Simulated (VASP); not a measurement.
# Mg2C3 (C2/m) in VASP: further runs

The runs below take Mg2C3 through single point, with r2SCAN.

Program: VASP 6.6.1. These are calculated values, not measurements. Logs are shortened: lines on timing, memory, paths and dates and some standing lists are left out, and cuts for length are marked.

**1. The cell of the first run**

Symmetry: C2/m, No. 12, monoclinic system. The conventional cell has a = 4.774 Å, b = 4.679 Å, c = 5.011 Å, α = 90.00°, β = 104.31°, γ = 90.00°. Mg (site symmetry m) has 9 C at 2.23 to 2.89 Å within 3.0 Å. Within 1.8 Å of C (site symmetry m) lie 1 C at 1.32 Å. C (site symmetry 2/m) has 2 C at 1.32 Å within 1.8 Å.

**2. Single point, r2SCAN**

POSCAR reads:

```
Mg2C3
1.0
    2.3870223790     -2.3394118729     -0.0063441741
    2.3870223790      2.3394118729     -0.0063441741
   -1.2253611782      0.0000000000      4.8584158892
Mg C
2 3
Direct
    0.8082382625      0.8082382625      0.1984312469
    0.1917617375      0.1917617375      0.8015687531
    0.3041690745      0.3041690745      0.2614645499
    0.6958309255      0.6958309255      0.7385354501
    0.5000000000      0.5000000000      0.5000000000
```

INCAR.step1 reads:

```
ALGO = Normal
EDIFF = 1E-4
ENCUT = 520
GGA = PE
ISMEAR = 0
LASPH = True
LCHARG = False
LREAL = False
LWAVE = True
NBANDS = 16
NELM = 100
PREC = Accurate
SIGMA = 0.05
```

INCAR.step2 reads:

```
ALGO = Normal
EDIFF = 1E-6
ENCUT = 520
ISIF = 2
ISMEAR = 0
ISTART = 1
LASPH = True
LCHARG = False
LMIXTAU = True
LREAL = False
LWAVE = False
METAGGA = R2SCAN
NBANDS = 16
NELM = 100
PREC = Accurate
SIGMA = 0.05
```

KPOINTS reads:

```
k-points
0
Gamma
  8 8 6
```

Potentials or basis: VASP PAW PBE potentials, release 64 (Mg, C).

On the command line:

```bash
$ cat potpaw_PBE.64/Mg/POTCAR potpaw_PBE.64/C/POTCAR > POTCAR
$ cp INCAR.step1 INCAR
$ mpirun -np 1 vasp_std > vasp.out
$ cp INCAR.step2 INCAR
$ mpirun -np 1 vasp_std > vasp.out
```

OUTCAR:

```text
EDIFF = 1E-6
   ENCUT = 520
   ISIF = 2
   ISMEAR = 0
   ISTART = 1
   LASPH = True
   LREAL = False
   METAGGA = R2SCAN
   NELM = 100
   PREC = Accurate

 ion  position               nearest neighbor table
   1  0.808  0.808  0.198-   4 2.23   3 2.31   5 2.36   3 2.36   3 2.36   3 2.50   5 2.81   5 2.81
                             2 3.02   2 3.03   2 3.03   2 3.12   2 3.12
   2  0.192  0.192  0.802-   3 2.23   4 2.31   5 2.36   4 2.36   4 2.36   4 2.50   5 2.81   5 2.81
                             1 3.02   1 3.03   1 3.03   1 3.12   1 3.12
   3  0.304  0.304  0.261-   5 1.32   2 2.23   1 2.31   1 2.36   1 2.36   1 2.50
   4  0.696  0.696  0.739-   5 1.32   1 2.23   2 2.31   2 2.36   2 2.36   2 2.50
   5  0.500  0.500  0.500-   3 1.32   4 1.32   1 2.36   2 2.36   2 2.81   2 2.81   1 2.81   1 2.81

  LATTYP: Found a base centered monoclinic cell.
 ALAT       =     4.7740616194
 B/A-ratio  =     0.9800509752
 C/A-ratio  =     1.0495382641
 COS(beta)  =    -0.2471319189

  Lattice vectors:

 A1 = (   2.3870223790,  -2.3394118729,  -0.0063441741)
 A2 = (   2.3870223790,   2.3394118729,  -0.0063441741)
 A3 = (  -1.2253611782,   0.0000000000,   4.8584158892)

Analysis of symmetry for initial positions (statically):
=====================================================================
 Subroutine PRICEL returns:
 Original cell was already a primitive cell.

 Routine SETGRP: Setting up the symmetry group for a
 base centered monoclinic supercell.

 Subroutine GETGRP returns: Found  4 space group operations
 (whereof  4 operations were pure point group operations)
 out of a pool of  4 trial point group operations.

The static configuration has the point symmetry C_2h.

Analysis of symmetry for dynamics (positions and initial velocities):
=====================================================================
 Subroutine PRICEL returns:
 Original cell was already a primitive cell.

 Routine SETGRP: Setting up the symmetry group for a
 base centered monoclinic supercell.

 Subroutine GETGRP returns: Found  4 space group operations
 (whereof  4 operations were pure point group operations)
 out of a pool of  4 trial point group operations.

The dynamic configuration has the point symmetry C_2h.

 Subroutine INISYM returns: Found  4 space group operations
 (whereof  4 operations are pure point group operations),
 and found     1 'primitive' translations

----------------------------------------------------------------------------------------

                                     Primitive cell

  volume of cell :      54.2246

  direct lattice vectors                    reciprocal lattice vectors
     2.387022379 -2.339411873 -0.006344174     0.209606493 -0.213728932  0.052865721
     2.387022379  2.339411873 -0.006344174     0.209606493  0.213728932  0.052865721
    -1.225361178  0.000000000  4.858415889     0.000547413  0.000000000  0.205966472

  length of vectors
     3.342269289  3.342269289  5.010560345     0.303989675  0.303989675  0.205967199

  position of ions in fractional coordinates (direct lattice)
     0.808238262  0.808238262  0.198431247
     0.191761738  0.191761738  0.801568753
     0.304169075  0.304169075  0.261464550
     0.695830925  0.695830925  0.738535450
     0.500000000  0.500000000  0.500000000

  ion indices of the primitive-cell ions
   primitive index   ion index
                 1           1
                 2           2
                 3           3
                 4           4
                 5           5

----------------------------------------------------------------------------------------

 KPOINTS: k-points

Automatic generation of k-mesh.
 Grid dimensions read from file:
 generate k-points for:    8    8    6

 Generating k-lattice:

  Cartesian coordinates                     Fractional coordinates (reciprocal lattice)
     0.026200812 -0.026716116  0.006608215     0.125000000  0.000000000  0.000000000
     0.026200812  0.026716116  0.006608215     0.000000000  0.125000000  0.000000000
     0.000091236  0.000000000  0.034327745    -0.000000000 -0.000000000  0.166666667

  Length of vectors
     0.037998709  0.037998709  0.034327867

  Shift w.r.t. Gamma in fractional coordinates (k-lattice)
     0.000000000  0.000000000  0.000000000

 Subroutine IBZKPT returns following result:
 ===========================================

 Found    114 irreducible k-points:

 Following reciprocal coordinates:
            Coordinates               Weight
  0.000000  0.000000  0.000000      1.000000
  0.125000  0.000000 -0.000000      4.000000
  0.250000  0.000000 -0.000000      4.000000
  0.375000 -0.000000 -0.000000      4.000000
  0.500000  0.000000 -0.000000      2.000000
  0.125000  0.125000  0.000000      2.000000
[... 16 lines left out ...]
  0.125000  0.000000  0.166667      4.000000
  0.250000  0.000000  0.166667      4.000000
 [... further k-points ...]
   k-points           NKPTS =    114   k-points in BZ     NKDIM =    114   number of bands    NBANDS=     16
   number of dos      NEDOS =    301   number of ions     NIONS =      5
   total plane-waves  NPLWV =  31360
   dimension x,y,z NGX =    28 NGY =   28 NGZ =   40
   dimension x,y,z NGXF=    56 NGYF=   56 NGZF=   80
   ions per type =               2   3
   NGX,Y,Z   is equivalent  to a cutoff of  13.93, 13.93, 13.27 a.u.
   NGXF,Y,Z  is equivalent  to a cutoff of  27.85, 27.85, 26.54 a.u.
 SYSTEM =  unknown system
   PREC   = accura    normal or accurate (medium, high low for compatibility)
   ISTART =      1    job   : 0-new  1-cont  2-samecut
   ICHARG =      0    charge: 1-file 2-atom 10-const
   ISPIN  =      1    spin polarized calculation?
   LNONCOLLINEAR =      F non collinear calculations
   LSORBIT =      F    spin-orbit coupling
   LASPH  =      T    aspherical Exc in radial PAW
   ENCUT  =  520.0 eV  38.22 Ry    6.18 a.u.   6.21  6.21  9.32*2*pi/ulx,y,z
   NELM   =    100;   NELMIN=  2; NELMDL=  0     # of ELM steps
   EDIFF  = 0.1E-05   stopping-criterion for ELM
   LREAL  =      F    real-space projection
   EDIFFG = 0.1E-04   stopping-criterion for IOM
   NSW    =      0    number of steps for IOM
   IBRION =     -1    ionic relax: 0-MD 1-quasi-New 2-CG
   NFREE  =      0    steps in history (QN), initial steepest desc. (CG)
   ISIF   =      2    stress and relaxation
   ISYM   =      2    0-nonsym 1-usesym 2-fastsym
   POTIM  = 0.5000    time-step for ionic-motion
   TEBEG  =    0.0;   TEEND  =   0.0 temperature during run
   PSTRESS=    0.0 pullay stress
   NELECT =      16.0000    total number of electrons
   NUPDOWN=      -1.0000    fix difference up-down
   EMIN   =  10.00;   EMAX   =-10.00  energy-range for DOS
   EFERMI =   0.00;   METHOD = LEGACY
   ISMEAR =     0;   SIGMA  =   0.05  broadening in eV -4-tet -1-fermi 0-gaus
   EFERMI_NEDOS =   21; number of points for ismear=-14 and -15
   IALGO  =     38    algorithm
   IMIX   =      4    mixing-type and parameters
     AMIX     =   0.40;   BMIX     =  1.00
     AMIX_MAG =   1.60;   BMIX_MAG =  1.00
  volume/ion in A,a.u.               =      10.84        73.19
  Fermi-wavevector in a.u.,A,eV,Ry     =   1.089890  2.059593 16.161815  1.187860
  Thomas-Fermi vector in A             =   2.226103
   LORBIT       =      0    0 simple, 1 ext, 2 COOP (PROOUT), +10 PAW based schemes
   METAGGA = R2SCAN    functional components
   LHFCALC =     F    Hartree Fock is set to
   AEXX    =    0.0000 exact exchange contribution
   IVDW    =     0    specifies the selected vdW correction
   LEPSILON=     F    determine dielectric tensor
   LRPA    =     F    only Hartree local field effects (RPA)
 non-spin polarized calculation
 Gauss-broadening in eV      SIGMA  =   0.05
  energy-cutoff  :      520.00
  volume of cell :       54.22
 maximum number of plane-waves:      1477
 NGX is ok and might be reduce to    28
   NGX = 13   NGY = 13   NGZ = 19

 number of electron      15.9999999 magnetization

 Free energy of the ion-electron system (eV)
  ---------------------------------------------------
  ext. energy  EPLUGINS =         0.00000000
  ---------------------------------------------------
  free energy    TOTEN  =       -37.61398550 eV

  energy without entropy =      -37.61398550  energy(sigma->0) =      -37.61398550

 E-fermi :   4.9798     XC(G=0): -10.9563

 val. band max:        4.6905143290   @ k =   0.0000   0.0000   0.5000
 cond. band min:       6.5655246112   @ k =   0.5000   0.5000   0.0000
 fundamental gap:      1.8750102822
 Fermi energy:         4.9798170265

 k-point     1 :       0.0000    0.0000    0.0000
  band No.  band energies     occupation
      1     -12.4531      2.00000
      2      -8.2906      2.00000
      3      -3.2619      2.00000
      4       0.3020      2.00000
      5       1.0464      2.00000
      6       1.3732      2.00000
[... 8 lines left out ...]
     15      14.5836      0.00000
     16      15.9160      0.00000

 k-point     2 :       0.1250    0.0000   -0.0000
  band No.  band energies     occupation
      1     -12.3690      2.00000
      2      -8.2761      2.00000
      3      -3.1256      2.00000
      4      -0.0531      2.00000
      5       0.7723      2.00000
      6       1.2653      2.00000
[... 8 lines left out ...]
     15      14.2900      0.00000
     16      15.9094      0.00000

 k-point     3 :       0.2500    0.0000   -0.0000
  band No.  band energies     occupation
      1     -12.1506      2.00000
      2      -8.2532      2.00000
      3      -2.7853      2.00000
      4      -0.9647      2.00000
      5       0.5233      2.00000
      6       1.1505      2.00000
[... 8 lines left out ...]
     15      14.1755      0.00000
     16      15.9105      0.00000
[... 362 lines left out ...]
 k-point    23 :       0.1250    0.0000    0.1667
  band No.  band energies     occupation
      1     -12.3210      2.00000
      2      -8.4620      2.00000
      3      -2.6486      2.00000
      4      -0.2938      2.00000
      5       0.6049      2.00000
      6       0.9648      2.00000
[... 8 lines left out ...]
     15      14.2641      0.00000
     16      16.3242      0.00000

 k-point    24 :       0.2500    0.0000    0.1667
  band No.  band energies     occupation
      1     -12.1023      2.00000
      2      -8.4240      2.00000
      3      -2.1134      2.00000
      4      -1.3396      2.00000
      5       0.0489      2.00000
      6       0.9582      2.00000
[... 8 lines left out ...]
     15      14.8877      0.00000
     16      15.7494      0.00000

 [... further k-points ...]

------------------------ aborting loop because EDIFF is reached ----------------------------------------

  FORCE on cell =-STRESS in cart. coord.  units (eV):
  Direction    XX          YY          ZZ          XY          YZ          ZX
  --------------------------------------------------------------------------------------
  -------------------------------------------------------------------------------------
  Total       -0.1592652     -0.2114291      0.0405627      0.0000000      0.0000000      0.1492513
  in kB       -4.7058158     -6.2471047      1.1985070      0.0000000      0.0000000      4.4099341
  external PRESSURE =      -3.2514712 kB  Pullay stress =       0.0000000 kB

 VOLUME and BASIS-vectors are now :
 -----------------------------------------------------------------------------
  energy-cutoff  :      520.00
  volume of cell :       54.22
      direct lattice vectors                 reciprocal lattice vectors
     2.387022379 -2.339411873 -0.006344174     0.209606493 -0.213728932  0.052865721
     2.387022379  2.339411873 -0.006344174     0.209606493  0.213728932  0.052865721
    -1.225361178  0.000000000  4.858415889     0.000547413  0.000000000  0.205966472

 POSITION                                       TOTAL-FORCE (eV/Angst)
 -----------------------------------------------------------------------------------
      3.61542      0.00000      0.95381        -0.002863      0.000000     -0.005931
     -0.06673      0.00000      3.89192         0.002863      0.000000      0.005931
      1.13173      0.00000      1.26644        -0.053021      0.000000     -0.099466
      2.41696      0.00000      3.57928         0.053021      0.000000      0.099466
      1.77434      0.00000      2.42286        -0.000000     -0.000000     -0.000000
 -----------------------------------------------------------------------------------
    total drift:                                0.000000      0.000000      0.000000

  FREE ENERGIE OF THE ION-ELECTRON SYSTEM (eV)
  ---------------------------------------------------
  free  energy   TOTEN  =       -37.6139855009 eV

  energy  without entropy=      -37.6139855009  energy(sigma->0) =      -37.61398550
```

Wall time 2.3 min (1 thread of Intel Xeon 6975P-C (Granite Rapids), shared host); peak memory 0.24 GiB.

Results:

```
Free energy            : -37.6140 eV
Pressure               : -0.3 GPa
Largest force          : 0.113 eV/Å
Band gap on the k mesh : 1.88 eV, indirect (least direct gap 2.65 eV)
```

Forces in eV/Å, atoms in the order of the input:
```
Mg  -0.003  0.000 -0.006
Mg   0.003  0.000  0.006
C   -0.053  0.000 -0.099
C    0.053  0.000  0.099
C    0.000  0.000  0.000
```

Levels at points of the mesh, in eV from the valence-band top:
```
           k point  band 6  band 7  band 8  band 9  band 10  band 11
(0.00, 0.00, 0.00)   -3.32   -1.53   -0.76    3.80     3.93     4.56
(0.50, 0.00, 0.00)   -3.50   -3.33   -0.20    3.37     4.85     6.84
(0.50, 0.50, 0.00)   -4.08   -2.65   -1.37    1.88     2.47     3.48
(0.00, 0.00, 0.50)   -3.83   -0.94    0.00    3.42     3.78     4.46
(0.50, 0.00, 0.50)   -3.48   -1.51   -0.28    2.37     4.25     6.32
(0.50, 0.50, 0.50)   -4.27   -3.16   -2.11    2.21     3.81     5.80
```

Caveat: the PAW data sets were made with another functional, which shifts forces and pressure a little. A k mesh can miss the band edges.

**3. Single point, r2SCAN**

POSCAR is that of step 2.

INCAR.step1 reads:

```
PREC = Accurate
ENCUT = 520
ISMEAR = 0
SIGMA = 0.05
LREAL = False
LASPH = True
NELM = 100
NBANDS = 16
GGA = PE
ALGO = Normal
EDIFF = 1E-4
LWAVE = True
LCHARG = False
```

INCAR.step2 reads:

```
PREC = Accurate
ENCUT = 520
EDIFF = 1E-6
ISMEAR = 0
SIGMA = 0.05
LREAL = False
LASPH = True
NELM = 100
ALGO = Normal
ISIF = 2
LWAVE = False
LCHARG = False
METAGGA = R2SCAN
LMIXTAU = True
NBANDS = 16
ISTART = 1
```

KPOINTS reads:

```
regular mesh
0
Gamma
  10 10 6
```

Potentials or basis: VASP PAW PBE potentials, release 64 (Mg, C).

On the command line:

```bash
$ cat potpaw_PBE.64/Mg/POTCAR potpaw_PBE.64/C/POTCAR > POTCAR
$ cp INCAR.step1 INCAR
$ mpirun -np 1 vasp_std > vasp.out
$ cp INCAR.step2 INCAR
$ mpirun -np 1 vasp_std > vasp.out
```

Wall time 3.4 min (1 thread of Intel Xeon 6975P-C (Granite Rapids), shared host); peak memory 0.27 GiB.

The run converged. Its results:

```
Free energy            : -37.6140 eV
Pressure               : -0.3 GPa
Largest force          : 0.112 eV/Å
Band gap on the k mesh : 1.88 eV, indirect (least direct gap 2.65 eV)
```

Forces in eV/Å, atoms in the order of the input:
```
Mg  -0.003  0.000 -0.006
Mg   0.003  0.000  0.006
C   -0.053  0.000 -0.099
C    0.053  0.000  0.099
C    0.000  0.000  0.000
```

Stress tensor (GPa, compression positive):
```
-0.47  0.00  0.44
 0.00 -0.62  0.00
 0.44  0.00  0.11
```

Levels at points of the mesh, in eV from the valence-band top:
| k point | band 5 | band 6 | band 7 | band 8 | band 9 | band 10 | band 11 | band 12 |
| --- | --- | --- | --- | --- | --- | --- | --- | --- |
| (0.00, 0.00, 0.00) | -3.64 | -3.32 | -1.53 | -0.76 | 3.80 | 3.93 | 4.56 | 8.08 |
| (0.50, 0.00, 0.00) | -5.07 | -3.50 | -3.33 | -0.20 | 3.37 | 4.85 | 6.84 | 7.24 |
| (0.50, 0.50, 0.00) | -5.83 | -4.08 | -2.65 | -1.37 | 1.88 | 2.47 | 3.48 | 6.11 |
| (0.00, 0.00, 0.50) | -4.15 | -3.83 | -0.94 | 0.00 | 3.42 | 3.78 | 4.46 | 6.29 |
| (0.50, 0.00, 0.50) | -4.39 | -3.48 | -1.51 | -0.28 | 2.37 | 4.25 | 6.32 | 7.14 |
| (0.50, 0.50, 0.50) | -5.62 | -4.27 | -3.16 | -2.11 | 2.21 | 3.81 | 5.80 | 7.26 |

Caveat: the PAW data sets were made with another functional, which shifts forces and pressure a little.

[end of part 1 of 2]
